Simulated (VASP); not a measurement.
Write the native input for VASP 6.6.1 that does the following.

```yaml
Task: single point
Functional: RPBE
Potentials_or_basis: VASP PAW PBE potentials, release 64 (Re)
Cutoff: 520 eV
k_mesh: 15 × 15 × 4
Occupations: fermi-dirac, width 0.1 eV
Spin: no spin polarisation
Dipole_correction: no
Further_INCAR_settings: ALGO = Normal; EDIFF = 1e-06; NBANDS = 22
```

The structure of Re lies in POSCAR:

```
Re
1.0
    2.7868311508      0.0000000000      0.0000000000
   -1.3934155754      2.4134665727      0.0000000000
    0.0000000000      0.0000000000      8.9847025802
Re
4
Direct
    0.0000000000      1.0000000000      1.0000000000
    0.0000000000      1.0000000000      0.5000000000
    0.3333333333      0.6666666667      0.2500000000
    0.6666666667      0.3333333333      0.7500000000
```

The input as run:

INCAR

```
  ALGO = Normal
  EDIFF = 1E-6
  ENCUT = 520
  GGA = RP
  ISIF = 2
  ISMEAR = -1
  LASPH = True
  LCHARG = False
  LREAL = False
  LWAVE = False
  NBANDS = 22
  NELM = 60
  PREC = Accurate
  SIGMA = 0.1
```

KPOINTS

```
k-points
0
Gamma
  15 15 4
```

Potentials or basis: VASP PAW PBE potentials, release 64 (Re).

Command:

```sh
$ cat potpaw_PBE.64/Re/POTCAR > POTCAR
$ mpirun -np 1 vasp_std > vasp.out
```

It gave:

- Pressure: -0.6 GPa
- Band gap on the k mesh: zero (band 14 reaches 8.97 eV, above the bottom of band 15 at 6.54 eV)

Caveat: the PAW data sets were made with another functional, which shifts forces and pressure a little; spin-orbit coupling is left out, which moves the levels of the heavy elements.

Run time: 120 s on 1 thread of Intel(R) Xeon(R) Platinum 8488C (Sapphire Rapids) (shared host), peak memory 0.23 GiB.
